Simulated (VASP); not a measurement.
A run of VASP 6.6.1 is set up as follows.

Contents of INCAR:

```
ALGO = Normal ; EDIFF = 1E-6
ENCUT = 520 ; GGA = PE
ISIF = 2 ; ISMEAR = 0
LASPH = T ; LCHARG = F
LREAL = F ; LWAVE = F
NBANDS = 16 ; NELM = 80
PREC = Accurate ; SIGMA = 0.02
```

The input KPOINTS:

```
k-points
0
Gamma
  8 8 8
```

POSCAR

```
CuI
1.0
    0.0000000000      3.0083043043      3.0083043043
    3.0083043043      0.0000000000      3.0083043043
    3.0083043043      3.0083043043      0.0000000000
Cu I
1 1
Direct
    0.2500000000      0.2500000000      0.2500000000
    0.0000000000      0.0000000000      0.0000000000
```

Potentials or basis: VASP PAW PBE potentials, release 64 (Cu, I).

Launch:

```bash
$ cat potpaw_PBE.64/Cu/POTCAR potpaw_PBE.64/I/POTCAR > POTCAR
$ mpirun -np 1 vasp_std > vasp.out
```

**Question.** Estimate the pressure.

**Answer.** 1.3 GPa.

**Question.** What does it give for the band gap on the k mesh?

**Answer.** 1.21 eV, direct.

Caveat: spin-orbit coupling is left out, which moves the levels of the heavy elements.
